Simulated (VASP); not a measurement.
Wanted: the native input for a VASP 6.6.1 run.

* Task: relaxation of cell and atoms
* Functional: PBEsol
* Potentials or basis: VASP PAW PBE potentials, release 64 (B)
* Cutoff: 600 eV
* k mesh: 6 × 6 × 6
* Occupations: gaussian, width 0.1 eV
* Spin: no spin polarisation
* Dipole correction: no
* Further INCAR settings: ALGO = Normal; EDIFF = 1e-06; IBRION = 2; EDIFFG = -0.015; NSW = 100; ISIF = 3

The structure of B lies in POSCAR:

```
B
1.0
    3.7279447253     -0.0330578580     -0.0443532545
   -0.0330578580      3.7253717278      0.0092276075
   -0.0443532545      0.0092276075      3.7528101908
B
8
Direct
    0.0629423167      0.0359093744     -0.0825375935
   -0.0118253833     -0.0220019777      0.4876413996
    0.9401482264      0.5096684278     -0.0086314707
    0.0332168240      0.5014664209      0.4574888038
    0.4676330512     -0.0163366366     -0.0047308546
    0.5377551384      0.0114017871      0.5372053468
    0.4251209752      0.4973006707      0.0612100399
    0.5450088513      0.4825919333      0.5523543287
```

One way to write it, as run:

INCAR

```
SYSTEM = B
  PREC = Accurate
  ENCUT = 600
  EDIFF = 1E-6
  ISMEAR = 0
  SIGMA = 0.1
  LREAL = .False.
  LASPH = .True.
  NELM = 100
  ALGO = Normal
  ISIF = 3
  LWAVE = .False.
  LCHARG = .False.
  GGA = PS
  IBRION = 2
  NSW = 100
  EDIFFG = -0.015
```

KPOINTS

```
regular mesh
0
Gamma
  6 6 6
  0 0 0
```

Potentials or basis: VASP PAW PBE potentials, release 64 (B).

Launch:

```console
$ cat potpaw_PBE.64/B/POTCAR > POTCAR
$ mpirun -np 1 vasp_std > vasp.out
```

Results of the run:

- Relaxed volume: 6.52 Å³/atom
- Relaxed cell: a = 3.245 Å, b = 5.149 Å, c = 3.139 Å, α = 95.18°, β = 92.45°, γ = 88.38°
- Space group after relaxing (to 0.1 Å): C2/m (No. 12)
- Energy gained by relaxing: 1048.1 meV/atom
- Ionic steps: 69
- Pressure after relaxing: 0.0 GPa
- Largest force after relaxing: 0.015 eV/Å
- Band gap on the k mesh: zero (bands 12 and 13 overlap by 1.50 eV)

Caveat: a cell axis changed by over 15 % at a fixed basis, so the end point is rough; the PAW data sets were made with another functional, which shifts forces and pressure a little.

Run time: 30 min on 1 thread of Intel(R) Xeon(R) 6975P-C (Granite Rapids), on a shared host, peak memory 0.24 GiB.
